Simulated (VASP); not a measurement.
# SiO2 (P4_2/mnm) in VASP: notebook

Runs on SiO2. Level: LDA. Tasks: single point.

Everything below comes from runs of VASP 6.6.1. Logs are shortened: lines on timing, memory, paths and dates and some standing lists are left out, and cuts for length are marked.

### 1 The cell of the first run

The structure is tetragonal, space group P4_2/mnm (No. 136). Conventional cell: a = 4.230 Å, b = 4.230 Å, c = 2.661 Å, α = 90.00°, β = 90.00°, γ = 90.00°. Within 2.3 Å of Si (site symmetry mmm) lie 6 O at 1.77 to 1.83 Å. Within 2.4 Å of O (site symmetry m2m) lie 3 Si at 1.77 to 1.83 Å and 1 O at 2.33 Å.

### 2 Single point, LDA

The input, INCAR:

```
SYSTEM = SiO2
  PREC = Accurate
  ENCUT = 520
  EDIFF = 1E-7
  ISMEAR = 0
  SIGMA = 0.05
  LREAL = .FALSE.
  LASPH = .TRUE.
  NELM = 60
  ALGO = Normal
  ISIF = 2
  LWAVE = .FALSE.
  LCHARG = .FALSE.
  NBANDS = 25
```

The input, KPOINTS:

```
Automatic mesh
0
G
  6 6 8
  0 0 0
```

The input, POSCAR:

```
SiO2
1.0
    4.2299000000      0.0000000000      0.0000000000
    0.0000000000      4.2299000000      0.0000000000
    0.0000000000      0.0000000000      2.6613102772
Si O
2 4
Direct
    0.5000000000      0.5000000000      0.5000000000
    0.0000000000      0.0000000000      0.0000000000
    0.6944252994      0.6944252994      0.0000000000
    0.1944252994      0.8055747006      0.5000000000
    0.3055747006      0.3055747006      0.0000000000
    0.8055747006      0.1944252994      0.5000000000
```

Potentials or basis: VASP PAW LDA potentials, release 64 (Si, O).

Command:

```
cat potpaw_LDA.64/Si/POTCAR potpaw_LDA.64/O/POTCAR > POTCAR
mpirun -np 1 vasp_std > vasp.out
```

OUTCAR:

```text
SYSTEM = SiO2
   PREC = Accurate
   ENCUT = 520
   EDIFF = 1E-7
   ISMEAR = 0
   LREAL = .FALSE.
   LASPH = .TRUE.
   NELM = 60
   ISIF = 2

 ion  position               nearest neighbor table
   1  0.500  0.500  0.500-   3 1.77   5 1.77   3 1.77   5 1.77   4 1.83   6 1.83
   2  0.000  0.000  0.000-   4 1.77   6 1.77   4 1.77   6 1.77   5 1.83   3 1.83
   3  0.694  0.694  0.000-   1 1.77   1 1.77   2 1.83
   4  0.194  0.806  0.500-   2 1.77   2 1.77   1 1.83
   5  0.306  0.306  0.000-   1 1.77   1 1.77   2 1.83
   6  0.806  0.194  0.500-   2 1.77   2 1.77   1 1.83

  LATTYP: Found a simple tetragonal cell.
 ALAT       =     4.2299000000
 C/A-ratio  =     0.6291662397

  Lattice vectors:

 A1 = (   4.2299000000,   0.0000000000,   0.0000000000)
 A2 = (   0.0000000000,   4.2299000000,   0.0000000000)
 A3 = (   0.0000000000,   0.0000000000,   2.6613102772)

Analysis of symmetry for initial positions (statically):
=====================================================================
 Subroutine PRICEL returns:
 Original cell was already a primitive cell.

 Routine SETGRP: Setting up the symmetry group for a
 simple tetragonal supercell.

 Subroutine GETGRP returns: Found 16 space group operations
 (whereof  8 operations were pure point group operations)
 out of a pool of 16 trial point group operations.

The static configuration has the point symmetry D_2h.
 The point group associated with its full space group is D_4h.

Analysis of symmetry for dynamics (positions and initial velocities):
=====================================================================
 Subroutine PRICEL returns:
 Original cell was already a primitive cell.

 Routine SETGRP: Setting up the symmetry group for a
 simple tetragonal supercell.

 Subroutine GETGRP returns: Found 16 space group operations
 (whereof  8 operations were pure point group operations)
 out of a pool of 16 trial point group operations.

The dynamic configuration has the point symmetry D_2h.
 The point group associated with its full space group is D_4h.

 Subroutine INISYM returns: Found 16 space group operations
 (whereof  8 operations are pure point group operations),
 and found     1 'primitive' translations

----------------------------------------------------------------------------------------

                                     Primitive cell

[... 94 lines left out ...]
   LSORBIT =      F    spin-orbit coupling
   LASPH  =      T    aspherical Exc in radial PAW
   ENCUT  =  520.0 eV  38.22 Ry    6.18 a.u.   7.86  7.86  4.95*2*pi/ulx,y,z
   NELM   =     60;   NELMIN=  2; NELMDL= -5     # of ELM steps
   EDIFF  = 0.1E-06   stopping-criterion for ELM
   LREAL  =      F    real-space projection
   EDIFFG = 0.1E-05   stopping-criterion for IOM
   NSW    =      0    number of steps for IOM
   IBRION =     -1    ionic relax: 0-MD 1-quasi-New 2-CG
   NFREE  =      0    steps in history (QN), initial steepest desc. (CG)
   ISIF   =      2    stress and relaxation
   ISYM   =      2    0-nonsym 1-usesym 2-fastsym
   POTIM  = 0.5000    time-step for ionic-motion
   TEBEG  =    0.0;   TEEND  =   0.0 temperature during run
   PSTRESS=    0.0 pullay stress
   NELECT =      32.0000    total number of electrons
   NUPDOWN=      -1.0000    fix difference up-down
   EMIN   =  10.00;   EMAX   =-10.00  energy-range for DOS
   EFERMI =   0.00;   METHOD = LEGACY
   ISMEAR =     0;   SIGMA  =   0.05  broadening in eV -4-tet -1-fermi 0-gaus
   EFERMI_NEDOS =   21; number of points for ismear=-14 and -15
   IALGO  =     38    algorithm
   IMIX   =      4    mixing-type and parameters
     AMIX     =   0.40;   BMIX     =  1.00
     AMIX_MAG =   1.60;   BMIX_MAG =  1.00
  volume/ion in A,a.u.               =       7.94        53.56
  Fermi-wavevector in a.u.,A,eV,Ry     =   1.433968  2.709807 27.977190  2.056265
  Thomas-Fermi vector in A             =   2.553428
   LORBIT       =      0    0 simple, 1 ext, 2 COOP (PROOUT), +10 PAW based schemes
   GGA     = CA    functional components
   LHFCALC =     F    Hartree Fock is set to
   AEXX    =    0.0000 exact exchange contribution
   IVDW    =     0    specifies the selected vdW correction
   LEPSILON=     F    determine dielectric tensor
   LRPA    =     F    only Hartree local field effects (RPA)
 non-spin polarized calculation
 Gauss-broadening in eV      SIGMA  =   0.05
  energy-cutoff  :      520.00
  volume of cell :       47.62
 maximum number of plane-waves:      1298
 NGX is ok and might be reduce to    32
   NGX = 15   NGY = 15   NGZ =  9

 number of electron      31.9999995 magnetization

 Free energy of the ion-electron system (eV)
  ---------------------------------------------------
  ext. energy  EPLUGINS =         0.00000000
  ---------------------------------------------------
  free energy    TOTEN  =       -51.91463606 eV

  energy without entropy =      -51.91463606  energy(sigma->0) =      -51.91463606

 E-fermi :   8.0396     XC(G=0): -12.6155

 val. band max:        7.7744366854   @ k =   0.0000   0.0000   0.0000
 cond. band min:      13.0095887918   @ k =   0.0000   0.0000   0.0000
 fundamental gap:      5.2351521064
 Fermi energy:         8.0395737678

 k-point     1 :       0.0000    0.0000    0.0000
  band No.  band energies     occupation
      1     -14.4194      2.00000
      2     -10.8236      2.00000
      3     -10.8236      2.00000
      4     -10.6012      2.00000
      5      -3.0416      2.00000
      6       1.2894      2.00000
[... 661 lines left out ...]
     24      20.4422      0.00000
     25      21.0605      0.00000

 [... further k-points ...]
[... 5 lines left out ...]
  --------------------------------------------------------------------------------------
  -------------------------------------------------------------------------------------
  Total       -3.4742806     -3.4742806     -1.4472172     -0.0000000      0.0000000      0.0000000
  in kB     -116.9014139   -116.9014139    -48.6954743     -0.0000000      0.0000000      0.0000000
  external PRESSURE =     -94.1661007 kB  Pullay stress =       0.0000000 kB

 VOLUME and BASIS-vectors are now :
 -----------------------------------------------------------------------------
  energy-cutoff  :      520.00
  volume of cell :       47.62
      direct lattice vectors                 reciprocal lattice vectors
     4.229900000  0.000000000  0.000000000     0.236412208  0.000000000  0.000000000
     0.000000000  4.229900000  0.000000000     0.000000000  0.236412208  0.000000000
     0.000000000  0.000000000  2.661310277     0.000000000  0.000000000  0.375754758

 POSITION                                       TOTAL-FORCE (eV/Angst)
 -----------------------------------------------------------------------------------
      2.11495      2.11495      1.33066         0.000000      0.000000     -0.000000
      0.00000      0.00000      0.00000         0.000000      0.000000     -0.000000
      2.93735      2.93735      0.00000        -0.218525     -0.218525      0.000000
      0.82240      3.40750      1.33066        -0.218525      0.218525     -0.000000
      1.29255      1.29255      0.00000         0.218525      0.218525     -0.000000
      3.40750      0.82240      1.33066         0.218525     -0.218525      0.000000
 -----------------------------------------------------------------------------------
    total drift:                                0.000000      0.000000     -0.000000

  FREE ENERGIE OF THE ION-ELECTRON SYSTEM (eV)
  ---------------------------------------------------
  free  energy   TOTEN  =       -51.9146360620 eV

  energy  without entropy=      -51.9146360620  energy(sigma->0) =      -51.91463606
```

stdout:

```text
POSCAR found type information on POSCAR SiO
 POSCAR found :  2 types and       6 ions
 scaLAPACK will be used
 LDA part: xc-table for (Slater(with rela. corr.)+CA(PZ))
 , standard interpolation
 POSCAR, INCAR and KPOINTS ok, starting setup
 FFT: planning ... GRIDC
 FFT: planning ... GRID_SOFT
 FFT: planning ... GRID
 WAVECAR not read
 entering main loop
```

Wall time 49 s (1 thread of Intel Xeon 8259CL, shared host); peak memory 0.16 GiB.

What came out:

```
Free energy            : -51.9146 eV
Pressure               : -9.4 GPa
Largest force          : 0.309 eV/Å
Band gap on the k mesh : 5.24 eV
```

Forces on the atoms (eV/Å):
```
Si   0.000  0.000  0.000
Si   0.000  0.000  0.000
O   -0.219 -0.219  0.000
O   -0.219  0.219  0.000
O    0.219  0.219  0.000
O    0.219 -0.219  0.000
```

Stress tensor (GPa, compression positive):
```
-11.69   0.00   0.00
  0.00 -11.69   0.00
  0.00   0.00  -4.87
```

Caveat: the cell stands under tension.

### 3 Single point, LDA

This run uses another cell than the first one, of 8.01 Å³/atom.

The input, INCAR:

```
PREC = Accurate ; ENCUT = 520
EDIFF = 1E-7 ; ISMEAR = 0
SIGMA = 0.05 ; LREAL = F
LASPH = T ; NELM = 60
ALGO = Normal ; ISIF = 2
LWAVE = F ; LCHARG = T
GGA = CA ; LELF = T
LVHAR = T ; NBANDS = 25
```

The input, KPOINTS:

```
Automatic mesh
0
Gamma
  6 6 8
```

Changes to POSCAR since step 2:

```diff
@@ -2,5 +2,5 @@
 1.0
-    4.2299000000      0.0000000000      0.0000000000
-    0.0000000000      4.2299000000      0.0000000000
-    0.0000000000      0.0000000000      2.6613102772
+    4.1053000000      0.0000000000      0.0000000000
+    0.0000000000      4.1053000000      0.0000000000
+    0.0000000000      0.0000000000      2.8529000000
 Si O
```

Potentials or basis: VASP PAW LDA potentials, release 64 (Si, O).

Command:

```
cat potpaw_LDA.64/Si/POTCAR potpaw_LDA.64/O/POTCAR > POTCAR
mpirun -np 1 vasp_std > vasp.out
```

OUTCAR:

```text
PREC = Accurate
   ENCUT = 520
   EDIFF = 1E-7
   ISMEAR = 0
   LREAL = F
   LASPH = T
   NELM = 60
   ISIF = 2
   GGA = CA

 ion  position               nearest neighbor table
   1  0.500  0.500  0.500-   4 1.77   6 1.77   5 1.82   3 1.82   3 1.82   5 1.82
   2  0.000  0.000  0.000-   3 1.77   5 1.77   4 1.82   6 1.82   4 1.82   6 1.82
   3  0.694  0.694  0.000-   2 1.77   1 1.82   1 1.82
   4  0.194  0.806  0.500-   1 1.77   2 1.82   2 1.82
   5  0.306  0.306  0.000-   2 1.77   1 1.82   1 1.82
   6  0.806  0.194  0.500-   1 1.77   2 1.82   2 1.82

  LATTYP: Found a simple tetragonal cell.
 ALAT       =     4.1053000000
 C/A-ratio  =     0.6949309429

  Lattice vectors:

 A1 = (   4.1053000000,   0.0000000000,   0.0000000000)
 A2 = (   0.0000000000,   4.1053000000,   0.0000000000)
 A3 = (   0.0000000000,   0.0000000000,   2.8529000000)

Analysis of symmetry for initial positions (statically):
=====================================================================
 Subroutine PRICEL returns:
 Original cell was already a primitive cell.

 Routine SETGRP: Setting up the symmetry group for a
[... 175 lines left out ...]
  free energy    TOTEN  =       -51.58795059 eV

  energy without entropy =      -51.58795059  energy(sigma->0) =      -51.58795059

 E-fermi :   7.9920     XC(G=0): -12.5974

 val. band max:        7.7004235650   @ k =   0.0000   0.0000   0.0000
 cond. band min:      12.3907179269   @ k =   0.0000   0.0000   0.0000
 fundamental gap:      4.6902943619
 Fermi energy:         7.9920384966

 k-point     1 :       0.0000    0.0000    0.0000
  band No.  band energies     occupation
      1     -14.2557      2.00000
      2     -10.5112      2.00000
      3     -10.5112      2.00000
      4     -10.1288      2.00000
      5      -3.0056      2.00000
      6       1.5643      2.00000
[... 661 lines left out ...]
     24      19.6836      0.00000
     25      20.9960      0.00000

 [... further k-points ...]
[... 5 lines left out ...]
  --------------------------------------------------------------------------------------
  -------------------------------------------------------------------------------------
  Total       -1.0642618     -1.0642618    -11.2868247     -0.0000000      0.0000000      0.0000000
  in kB      -35.4635907    -35.4635907   -376.1023212     -0.0000000      0.0000000      0.0000000
  external PRESSURE =    -149.0098342 kB  Pullay stress =       0.0000000 kB

 VOLUME and BASIS-vectors are now :
 -----------------------------------------------------------------------------
  energy-cutoff  :      520.00
  volume of cell :       48.08
      direct lattice vectors                 reciprocal lattice vectors
     4.105300000  0.000000000  0.000000000     0.243587558  0.000000000  0.000000000
     0.000000000  4.105300000  0.000000000     0.000000000  0.243587558  0.000000000
     0.000000000  0.000000000  2.852900000     0.000000000  0.000000000  0.350520523

 POSITION                                       TOTAL-FORCE (eV/Angst)
 -----------------------------------------------------------------------------------
      2.05265      2.05265      1.42645        -0.000000      0.000000      0.000000
      0.00000      0.00000      0.00000        -0.000000      0.000000      0.000000
      2.85082      2.85082      0.00000         0.192670      0.192670      0.000000
      0.79817      3.30713      1.42645         0.192670     -0.192670     -0.000000
      1.25448      1.25448      0.00000        -0.192670     -0.192670     -0.000000
      3.30713      0.79817      1.42645        -0.192670      0.192670      0.000000
 -----------------------------------------------------------------------------------
    total drift:                                0.000000      0.000000     -0.000000

  FREE ENERGIE OF THE ION-ELECTRON SYSTEM (eV)
  ---------------------------------------------------
  free  energy   TOTEN  =       -51.5879505896 eV

  energy  without entropy=      -51.5879505896  energy(sigma->0) =      -51.58795059
```

Run time: 65 s. Hardware: 1 thread of Intel Xeon 8259CL, shared host; peak memory 0.17 GiB.

Results:

| Item | Value |
| --- | --- |
| Free energy | -51.5880 eV |
| Pressure | -14.9 GPa |
| Largest force | 0.272 eV/Å |
| Band gap on the k mesh | 4.69 eV |

Forces on the atoms (eV/Å):
```
Si   0.000  0.000  0.000
Si   0.000  0.000  0.000
O    0.193  0.193  0.000
O    0.193 -0.193  0.000
O   -0.193 -0.193  0.000
O   -0.193  0.193  0.000
```

Caveat: the cell stands under tension. A k mesh can miss the band edges.

### 4 Single point, LDA

This run uses another cell than the first one, of 8.03 Å³/atom.

The input, INCAR:

```
SYSTEM = SiO2
PREC = Accurate
ENCUT = 520
EDIFF = 1E-7
ISMEAR = 0
SIGMA = 0.05
LREAL = .False.
LASPH = .True.
NELM = 80
ALGO = Normal
ISIF = 2
LWAVE = .False.
LCHARG = .False.
GGA = CA
NBANDS = 25
```

The input, KPOINTS:

```
Automatic mesh
0
Gamma
  6 6 8
  0 0 0
```

Changes to POSCAR since step 3:

```diff
@@ -2,5 +2,5 @@
 1.0
-    4.1053000000      0.0000000000      0.0000000000
-    0.0000000000      4.1053000000      0.0000000000
-    0.0000000000      0.0000000000      2.8529000000
+    4.2050000000      0.0000000000      0.0000000000
+    0.0000000000      4.2050000000      0.0000000000
+    0.0000000000      0.0000000000      2.7252000000
 Si O
```

Command:

```
cat potpaw_LDA.64/Si/POTCAR potpaw_LDA.64/O/POTCAR > POTCAR
mpirun -np 1 vasp_std > vasp.out
```

It took 58 s on 1 thread of Intel Xeon 8259CL, shared host; peak memory 0.16 GiB.

The run converged. Its results:

| Item | Value |
| --- | --- |
| Free energy | -51.8720 eV |
| Pressure | -14.0 GPa |
| Largest force | 0.181 eV/Å |
| Band gap on the k mesh | 4.93 eV |

Forces in eV/Å, atoms in the order of the input:
```
Si   0.000  0.000  0.000
Si   0.000  0.000  0.000
O   -0.128 -0.128  0.000
O   -0.128  0.128  0.000
O    0.128  0.128  0.000
O    0.128 -0.128  0.000
```

Stress tensor (GPa, compression positive):
```
-11.67   0.00   0.00
  0.00 -11.67   0.00
  0.00   0.00 -18.80
```

Levels at points of the mesh, in eV from the valence-band top:
| k point | band 13 | band 14 | band 15 | band 16 | band 17 | band 18 | band 19 | band 20 |
| --- | --- | --- | --- | --- | --- | --- | --- | --- |
| (0.00, 0.00, 0.00) | -2.56 | -0.87 | -0.87 | 0.00 | 4.93 | 6.08 | 7.81 | 7.81 |
| (0.50, 0.00, 0.00) | -2.71 | -2.71 | -1.03 | -1.03 | 7.04 | 7.04 | 8.40 | 8.40 |
| (0.50, 0.50, 0.00) | -2.70 | -2.70 | -2.16 | -2.16 | 6.74 | 6.74 | 9.37 | 9.37 |
| (0.00, 0.00, 0.50) | -3.05 | -3.05 | -2.59 | -2.59 | 8.45 | 8.45 | 12.02 | 12.02 |
| (0.50, 0.00, 0.50) | -2.22 | -2.22 | -1.71 | -1.71 | 8.22 | 8.22 | 9.44 | 9.44 |
| (0.50, 0.50, 0.50) | -1.69 | -1.69 | -1.50 | -1.50 | 6.62 | 6.62 | 10.56 | 10.56 |

Caveat: the cell stands under tension. A k mesh can miss the band edges.

### 5 Single point, LDA

This run uses another cell than the first one, of 8.03 Å³/atom.

The input, INCAR:

```
  PREC = Accurate
  ENCUT = 520
  EDIFF = 1E-6
  ISMEAR = 0
  SIGMA = 0.05
  LREAL = False
  LASPH = True
  NELM = 60
  ALGO = Normal
  ISIF = 2
  LWAVE = False
  LCHARG = False
  GGA = CA
  NBANDS = 25
```

The input, KPOINTS:

```
Automatic mesh
0
Gamma
  6 6 8
```

Changes to POSCAR since step 4:

```diff
@@ -2,5 +2,5 @@
 1.0
-    4.2050000000      0.0000000000      0.0000000000
-    0.0000000000      4.2050000000      0.0000000000
-    0.0000000000      0.0000000000      2.7252000000
+    4.2549000000      0.0000000000      0.0000000000
+    0.0000000000      4.2549000000      0.0000000000
+    0.0000000000      0.0000000000      2.6613102772
 Si O
```

Command:

```
cat potpaw_LDA.64/Si/POTCAR potpaw_LDA.64/O/POTCAR > POTCAR
mpirun -np 1 vasp_std > vasp.out
```

It took 46 s on 1 thread of Intel Xeon 8259CL, shared host; peak memory 0.16 GiB.

The run converged. Its results:

```
Free energy            : -51.8682 eV
Pressure               : -12.5 GPa
Largest force          : 0.430 eV/Å
Band gap on the k mesh : 5.05 eV
```

Forces in eV/Å, atoms in the order of the input:
```
Si   0.000  0.000  0.000
Si   0.000  0.000  0.000
O   -0.304 -0.304  0.000
O   -0.304  0.304  0.000
O    0.304  0.304  0.000
O    0.304 -0.304  0.000
```

Stress tensor (GPa, compression positive):
```
-15.37   0.00   0.00
  0.00 -15.37   0.00
  0.00   0.00  -6.79
```

Levels at points of the mesh, in eV from the valence-band top:
| k point | band 14 | band 15 | band 16 | band 17 | band 18 | band 19 |
| --- | --- | --- | --- | --- | --- | --- |
| (0.00, 0.00, 0.00) | -0.90 | -0.90 | 0.00 | 5.05 | 6.62 | 8.29 |
| (0.50, 0.00, 0.00) | -2.56 | -1.07 | -1.07 | 7.31 | 7.31 | 8.86 |
| (0.50, 0.50, 0.00) | -2.61 | -2.27 | -2.27 | 7.04 | 7.04 | 9.76 |
| (0.00, 0.00, 0.50) | -2.94 | -2.60 | -2.60 | 8.38 | 8.38 | 11.97 |
| (0.50, 0.00, 0.50) | -2.28 | -1.72 | -1.72 | 8.14 | 8.14 | 9.14 |
| (0.50, 0.50, 0.50) | -1.77 | -1.51 | -1.51 | 6.52 | 6.52 | 10.43 |

Caveat: the cell stands under tension. A k mesh can miss the band edges.

### 6 Overview

```csv
cell,gap on the mesh (eV),pressure (GPa),largest force (eV/Å)
"a = 4.230, b = 4.230, c = 2.661 Å, 6 atoms",5.24,-9.4,0.31
"a = 4.105, b = 4.105, c = 2.853 Å, 6 atoms",4.69,-14.9,0.27
"a = 4.205, b = 4.205, c = 2.725 Å, 6 atoms",4.93,-14.0,0.18
"a = 4.255, b = 4.255, c = 2.661 Å, 6 atoms",5.05,-12.5,0.43
```

Alike in all rows: task single point; level LDA; potentials or basis VASP PAW LDA potentials, release 64 (Si, O); no spin polarisation; k mesh 6 × 6 × 8; cutoff (eV) 520; smearing gaussian 0.05 eV.

Caveats: the cell stands under tension.

Total energies depend on the potentials used, so only differences within one code and one set of settings carry meaning.
